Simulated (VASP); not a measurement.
Wanted: the native input for a VASP 6.6.1 run.

```yaml
Task: single point
Functional: PBE
Potentials_or_basis: VASP PAW PBE potentials, release 64 (Pb_d, S)
Cutoff: 520 eV
k_mesh: 14 × 14 × 14
Occupations: fermi-dirac, width 0.1 eV
Spin: no spin polarisation
Dipole_correction: no
Further_INCAR_settings: ALGO = Normal; EDIFF = 1e-07; NBANDS = 17
```

The structure of PbS (rocksalt type) lies in POSCAR:

```
PbS
1.0
    0.0000000000      2.8788950513      2.8788950513
    2.8788950513      0.0000000000      2.8788950513
    2.8788950513      2.8788950513      0.0000000000
Pb S
1 1
Direct
    0.0000000000      0.0000000000      0.0000000000
    0.5000000000      0.5000000000      0.5000000000
```

This cell differs from its parent crystal: volume scaled by 0.88.

The input as run:

INCAR

```
PREC = Accurate
ENCUT = 520
EDIFF = 1E-7
ISMEAR = -1
SIGMA = 0.1
LREAL = F
LASPH = T
NELM = 60
ALGO = Normal
ISIF = 2
LWAVE = F
LCHARG = F
GGA = PE
NBANDS = 17
```

KPOINTS

```
regular mesh
0
Gamma
  14 14 14
```

Potentials or basis: VASP PAW PBE potentials, release 64 (Pb_d, S).

Run with:

```bash
$ cat potpaw_PBE.64/Pb_d/POTCAR potpaw_PBE.64/S/POTCAR > POTCAR
$ mpirun -np 1 vasp_std > vasp.out
```

It gave:

```json
{"Pressure": "8.8 GPa"}
```

Run time: 37 s on 1 thread of Intel(R) Xeon(R) 6975P-C (Granite Rapids), on a shared host, peak memory 0.22 GiB.
